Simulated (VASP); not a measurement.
Input of a VASP 6.6.1 run:

Contents of INCAR:

```
PREC = Accurate ; ENCUT = 520
EDIFF = 1E-7 ; ISMEAR = 0
SIGMA = 0.1 ; LREAL = False
LASPH = True ; NELM = 150
ALGO = Normal ; ISIF = 2
LWAVE = False ; LCHARG = False
ISPIN = 2 ; MAGMOM = 0 0 0 0 1
LORBIT = 11 ; GGA = PE
NBANDS = 25
```

File KPOINTS:

```
Automatic mesh
0
Gamma
  6 6 4
```

The input POSCAR:

```
Na2Al2O
1.0
    4.3543668893      0.0000000000      0.0000000000
   -2.1771834446      3.7709923435      0.0000000000
    0.0000000000      0.0000000000      6.8215189678
Na Al O
2 2 1
Direct
    0.3333333333      0.6666666667      0.0000000000
    0.6666666667      0.3333333333      0.0000000000
    0.3333333333      0.6666666667      0.5000000000
    0.6666666667      0.3333333333      0.5000000000
    0.0000000000      0.0000000000      0.0000000000
```

Potentials or basis: VASP PAW PBE potentials, release 64 (Na_pv, Al, O).

Command:

```sh
$ cat potpaw_PBE.64/Na_pv/POTCAR potpaw_PBE.64/Al/POTCAR potpaw_PBE.64/O/POTCAR > POTCAR
$ mpirun -np 1 vasp_std > vasp.out
```

Problem. Predict the net moment.

Solution. 0.00 μB per cell.

Problem. Estimate the band gap on the k mesh.

Solution. Zero (filled and empty bands overlap).

Stress tensor (GPa, compression positive):
```
-0.06  0.00  0.00
 0.00 -0.06  0.00
 0.00  0.00  0.32
```
